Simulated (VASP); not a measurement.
Write the native input for VASP 6.6.1 that does the following.

| Quantity | Value |
| --- | --- |
| Task | single point |
| Functional | PBE |
| Potentials or basis | VASP PAW PBE potentials, release 64 (Si) |
| Cutoff | 500 eV |
| k mesh | 14 × 14 × 14 |
| Occupations | gaussian, width 0.02 eV |
| Spin | no spin polarisation |
| Dipole correction | no |
| Further INCAR settings | ALGO = Normal; EDIFF = 1e-06; NBANDS = 11 |

The structure of Si lies in POSCAR:

```
Si
1.0
    0.0000000000      2.7154705000      2.7154705000
    2.7154705000      0.0000000000      2.7154705000
    2.7154705000      2.7154705000      0.0000000000
Si
2
Direct
    0.0000000000      0.0000000000      0.0000000000
    0.2500000000      0.2500000000      0.2500000000
```

These files were run (other wordings do the same):

INCAR

```
PREC = Accurate ; ENCUT = 500
EDIFF = 1E-6 ; ISMEAR = 0
SIGMA = 0.02 ; LREAL = False
LASPH = True ; NELM = 120
ALGO = Normal ; ISIF = 2
LWAVE = False ; LCHARG = False
GGA = PE ; NBANDS = 11
GGA_COMPAT = False
```

KPOINTS

```
regular mesh
0
Gamma
  14 14 14
```

Potentials or basis: VASP PAW PBE potentials, release 64 (Si).

Run with:

```sh
$ cat potpaw_PBE.64/Si/POTCAR > POTCAR
$ mpirun -np 1 vasp_std > vasp.out
```

It gave:

```yaml
Pressure: 1.9 GPa
Band_gap_on_the_k_mesh: 0.57 eV, indirect (least direct gap 2.57 eV)
```

Run time: 31 s on 1 thread of Intel Xeon 6975P-C, on a shared host, peak memory 0.17 GiB.
